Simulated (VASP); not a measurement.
# Hg (P6_3/mmc) in VASP: notebook

Runs on Hg. Level: PBE+D3(BJ). Tasks: single point.

Everything below comes from runs of VASP 6.6.1. Logs are shortened: lines on timing, memory, paths and dates and some standing lists are left out, and cuts for length are marked.

### Step 1. The cell of the first run

Symmetry: P6_3/mmc, No. 194, hexagonal system. The conventional cell has a = 3.520 Å, b = 3.520 Å, c = 5.603 Å, α = 90.00°, β = 90.00°, γ = 120.00°. Hg (site symmetry -6m2) has 12 Hg at 3.46 to 3.52 Å within 4.5 Å.

### Step 2. Single point, PBE+D3(BJ)

File INCAR:

```
PREC = Accurate
ENCUT = 520
EDIFF = 1E-6
ISMEAR = 0
SIGMA = 0.15
LREAL = F
LASPH = T
NELM = 60
ALGO = Fast
ISIF = 2
LWAVE = F
LCHARG = F
GGA = PE
IVDW = 12
NBANDS = 19
```

File KPOINTS:

```
Automatic mesh
0
Gamma
  15 15 8
```

File POSCAR:

```
Hg
1.0
    3.5198000000      0.0000000000      0.0000000000
   -1.7599000000      3.0482362162      0.0000000000
    0.0000000000      0.0000000000      5.6033000000
Hg
2
Direct
    0.6666666667      0.3333333333      0.7500000000
    0.3333333333      0.6666666667      0.2500000000
```

Potentials or basis: VASP PAW PBE potentials, release 64 (Hg).

On the command line:

```
$ cat potpaw_PBE.64/Hg/POTCAR > POTCAR
$ mpirun -np 1 vasp_std > vasp.out
```

OUTCAR:

```text
PREC = Accurate
   ENCUT = 520
   EDIFF = 1E-6
   ISMEAR = 0
   LREAL = F
   LASPH = T
   NELM = 60
   ISIF = 2
   GGA = PE
   IVDW = 12
 IVDW          = 12

 ion  position               nearest neighbor table
   1  0.667  0.333  0.750-   2 3.46   2 3.46   2 3.46   2 3.46   2 3.46   2 3.46
   2  0.333  0.667  0.250-   1 3.46   1 3.46   1 3.46   1 3.46   1 3.46   1 3.46

  LATTYP: Found a hexagonal cell.
 ALAT       =     3.5198000000
 C/A-ratio  =     1.5919370419

  Lattice vectors:

 A1 = (   3.5198000000,   0.0000000000,   0.0000000000)
 A2 = (  -1.7599000000,   3.0482362162,   0.0000000000)
 A3 = (   0.0000000000,   0.0000000000,   5.6033000000)

Analysis of symmetry for initial positions (statically):
=====================================================================
 Subroutine PRICEL returns:
 Original cell was already a primitive cell.

 Routine SETGRP: Setting up the symmetry group for a
 hexagonal supercell.

 Subroutine GETGRP returns: Found 24 space group operations
 (whereof 12 operations were pure point group operations)
 out of a pool of 24 trial point group operations.

The static configuration has the point symmetry D_3d.
 The point group associated with its full space group is D_6h.

Analysis of symmetry for dynamics (positions and initial velocities):
=====================================================================
 Subroutine PRICEL returns:
 Original cell was already a primitive cell.

 Routine SETGRP: Setting up the symmetry group for a
 hexagonal supercell.

 Subroutine GETGRP returns: Found 24 space group operations
 (whereof 12 operations were pure point group operations)
 out of a pool of 24 trial point group operations.

The dynamic configuration has the point symmetry D_3d.
 The point group associated with its full space group is D_6h.

 Subroutine INISYM returns: Found 24 space group operations
 (whereof 12 operations are pure point group operations),
 and found     1 'primitive' translations

----------------------------------------------------------------------------------------

                                     Primitive cell

  volume of cell :      60.1188

  direct lattice vectors                    reciprocal lattice vectors
     3.519800000  0.000000000  0.000000000     0.284107052  0.164029283  0.000000000
    -1.759900000  3.048236216  0.000000000     0.000000000  0.328058565  0.000000000
     0.000000000  0.000000000  5.603300000     0.000000000  0.000000000  0.178466261

  length of vectors
     3.519800000  3.519800000  5.603300000     0.328058565  0.328058565  0.178466261

  position of ions in fractional coordinates (direct lattice)
     0.666666667  0.333333333  0.750000000
[... 80 lines left out ...]
   EDIFFG = 0.1E-04   stopping-criterion for IOM
   NSW    =      0    number of steps for IOM
   IBRION =     -1    ionic relax: 0-MD 1-quasi-New 2-CG
   NFREE  =      0    steps in history (QN), initial steepest desc. (CG)
   ISIF   =      2    stress and relaxation
   ISYM   =      2    0-nonsym 1-usesym 2-fastsym
   POTIM  = 0.5000    time-step for ionic-motion
   TEBEG  =    0.0;   TEEND  =   0.0 temperature during run
   PSTRESS=    0.0 pullay stress
   NELECT =      24.0000    total number of electrons
   NUPDOWN=      -1.0000    fix difference up-down
   EMIN   =  10.00;   EMAX   =-10.00  energy-range for DOS
   EFERMI =   0.00;   METHOD = LEGACY
   ISMEAR =     0;   SIGMA  =   0.15  broadening in eV -4-tet -1-fermi 0-gaus
   EFERMI_NEDOS =   21; number of points for ismear=-14 and -15
   IALGO  =     68    algorithm
   IMIX   =      4    mixing-type and parameters
     AMIX     =   0.40;   BMIX     =  1.00
     AMIX_MAG =   1.60;   BMIX_MAG =  1.00
  volume/ion in A,a.u.               =      30.06       202.85
  Fermi-wavevector in a.u.,A,eV,Ry     =   1.205429  2.277931 19.770079  1.453060
  Thomas-Fermi vector in A             =   2.341126
   LORBIT       =      0    0 simple, 1 ext, 2 COOP (PROOUT), +10 PAW based schemes
   GGA     = PE    functional components
   LHFCALC =     F    Hartree Fock is set to
   AEXX    =    0.0000 exact exchange contribution
   IVDW    =    12    specifies the selected vdW correction
   LEPSILON=     F    determine dielectric tensor
   LRPA    =     F    only Hartree local field effects (RPA)
 non-spin polarized calculation
 RMM-DIIS sequential band-by-band and
 Gauss-broadening in eV      SIGMA  =   0.15
  energy-cutoff  :      520.00
  volume of cell :       60.12
 maximum number of plane-waves:      1653
 NGX is ok and might be reduce to    28
   NGX = 13   NGY = 13   NGZ = 21

 number of electron      24.0000003 magnetization

 Free energy of the ion-electron system (eV)
  ---------------------------------------------------
  ext. energy  EPLUGINS =         0.00000000
  ---------------------------------------------------
  free energy    TOTEN  =        -0.37313017 eV

  energy without entropy =       -0.37217243  energy(sigma->0) =       -0.37265130

 E-fermi :   0.6214     XC(G=0):  -9.5500

 val. band max:        0.5314442605   @ k =   0.0000   0.0000   0.0000
 cond. band min:       0.6586030603   @ k =   0.0667  -0.0000   0.0000
 fundamental gap:      0.1271587997
 Fermi energy:         0.6214214514

 k-point     1 :       0.0000    0.0000    0.0000
  band No.  band energies     occupation
      1      -6.2057      2.00000
      2      -5.7840      2.00000
      3      -5.2352      2.00000
      4      -5.2243      2.00000
      5      -5.2243      2.00000
      6      -5.1404      2.00000
[... 505 lines left out ...]
      6      -4.9816      2.00000
[... 11 lines left out ...]
     18       8.4029      0.00000
     19      10.7184      0.00000

 [... further k-points ...]

------------------------ aborting loop because EDIFF is reached ----------------------------------------

 Edisp (eV)   -0.69849

 E8    (eV) :    -0.3183

  FORCE on cell =-STRESS in cart. coord.  units (eV):
  Direction    XX          YY          ZZ          XY          YZ          ZX
  --------------------------------------------------------------------------------------
  -------------------------------------------------------------------------------------
  Total      -0.51607    -0.51607    -0.58123     0.00000    -0.00000     0.00000
  in kB     -13.75334   -13.75334   -15.49001     0.00000    -0.00000     0.00000
  external pressure =      -14.33 kB  Pullay stress =        0.00 kB

 VOLUME and BASIS-vectors are now :
 -----------------------------------------------------------------------------
  energy-cutoff  :      520.00
  volume of cell :       60.12
      direct lattice vectors                 reciprocal lattice vectors
     3.519800000  0.000000000  0.000000000     0.284107052  0.164029283  0.000000000
    -1.759900000  3.048236216  0.000000000     0.000000000  0.328058565  0.000000000
     0.000000000  0.000000000  5.603300000     0.000000000  0.000000000  0.178466261

 POSITION                                       TOTAL-FORCE (eV/Angst)
 -----------------------------------------------------------------------------------
      1.75990      1.01608      4.20247        -0.000000      0.000000      0.000000
     -0.00000      2.03216      1.40082         0.000000     -0.000000     -0.000000
 -----------------------------------------------------------------------------------
    total drift:                               -0.000000      0.000000     -0.000000

  FREE ENERGIE OF THE ION-ELECTRON SYSTEM (eV)
  ---------------------------------------------------
  free  energy   TOTEN  =        -1.0716195673 eV

  energy  without entropy=       -1.0706618203  energy(sigma->0) =       -1.07114069
```

OSZICAR:

```text
N       E                     dE             d eps       ncg     rms          rms(c)
DAV:   1     0.173673967740E+03    0.17367E+03   -0.12008E+04  5138   0.118E+03
DAV:   2     0.409385472249E+01   -0.16958E+03   -0.16076E+03  5385   0.301E+02
DAV:   3    -0.386602014943E+00   -0.44805E+01   -0.44660E+01  5848   0.533E+01
DAV:   4    -0.394493376535E+00   -0.78914E-02   -0.78905E-02  5521   0.228E+00
DAV:   5    -0.394508433373E+00   -0.15057E-04   -0.15057E-04  5622   0.919E-02    0.230E+00
RMM:   6    -0.373618790740E+00    0.20890E-01   -0.51756E-02  5159   0.184E+00    0.186E+00
RMM:   7    -0.372871334170E+00    0.74746E-03   -0.10216E-02  5322   0.650E-01    0.815E-01
RMM:   8    -0.373085270944E+00   -0.21394E-03   -0.13084E-03  5378   0.433E-01    0.436E-02
RMM:   9    -0.373119227168E+00   -0.33956E-04   -0.15322E-04  5591   0.988E-02    0.282E-02
RMM:  10    -0.373130467749E+00   -0.11241E-04   -0.38407E-05  5442   0.692E-02    0.729E-03
RMM:  11    -0.373130173483E+00    0.29427E-06   -0.18908E-06  3749   0.117E-02
   1 F= -.10716196E+01 E0= -.10711407E+01  d E =-.957747E-03
```

stdout:

```text
POSCAR found type information on POSCAR Hg
 POSCAR found :  1 types and       2 ions
 scaLAPACK will be used
 LDA part: xc-table for (Slater+PW92), standard interpolation
 POSCAR, INCAR and KPOINTS ok, starting setup
 FFT: planning ... GRIDC
 FFT: planning ... GRID_SOFT
 FFT: planning ... GRID
 WAVECAR not read
 entering main loop
```

It took 2.5 min on 1 thread of Intel Xeon 8259CL, shared host; peak memory 0.28 GiB.

Results:

* Free energy: -1.0716 eV
* Pressure: -1.4 GPa
* Dispersion energy per atom: -0.349 eV

Caveat: spin-orbit coupling is left out, which moves the levels of the heavy elements.

### Step 3. Single point, PBE+D3(BJ)

This run uses another cell than the first one, of 30.91 Å³/atom.

File INCAR:

```
PREC     = Accurate       # precision mode
ENCUT    = 520            # plane-wave cutoff, eV
EDIFF    = 1E-6           # SCF threshold, eV
ISMEAR   = 0              # smearing method
SIGMA    = 0.15           # smearing width, eV
LREAL    = False          # projectors in reciprocal space
LASPH    = True           # aspherical terms in the spheres
NELM     = 100            # most SCF steps
ALGO     = Fast           # electronic algorithm
ISIF     = 2              # what is computed and relaxed
LWAVE    = False          # write WAVECAR
LCHARG   = False          # write CHGCAR
GGA      = PE             # functional
IVDW     = 12             # dispersion correction
NBANDS   = 19             # bands
```

KPOINTS is that of step 2.

Edit POSCAR of step 2 so:

```diff
@@ -4,3 +4,3 @@
    -1.7599000000      3.0482362162      0.0000000000
-    0.0000000000      0.0000000000      5.6033000000
+    0.0000000000      0.0000000000      5.7619000000
 Hg
```

Potentials or basis: VASP PAW PBE potentials, release 64 (Hg).

On the command line:

```
$ cat potpaw_PBE.64/Hg/POTCAR > POTCAR
$ mpirun -np 1 vasp_std > vasp.out
```

Run time: 3 min. Hardware: 1 thread of Intel Xeon 8259CL, shared host; peak memory 0.29 GiB.

It converged, with:

```
Free energy                : -1.0539 eV
Pressure                   : -1.6 GPa
Dispersion energy per atom : -0.340 eV
```

Stress tensor (GPa, compression positive):
```
-1.43  0.00  0.00
 0.00 -1.43  0.00
 0.00  0.00 -1.91
```

Levels at points of the mesh, in eV from the Fermi level:
```
           k point  band 10  band 11  band 12  band 13  band 14  band 15
(0.00, 0.00, 0.00)    -5.17    -5.17    -1.57    -0.04    10.94    10.94
(0.00, 0.00, 0.50)    -5.29    -5.04    -5.04     5.92     5.92    11.84
```

Caveat: spin-orbit coupling is left out, which moves the levels of the heavy elements.

(Part 1 of 2 ends here.)
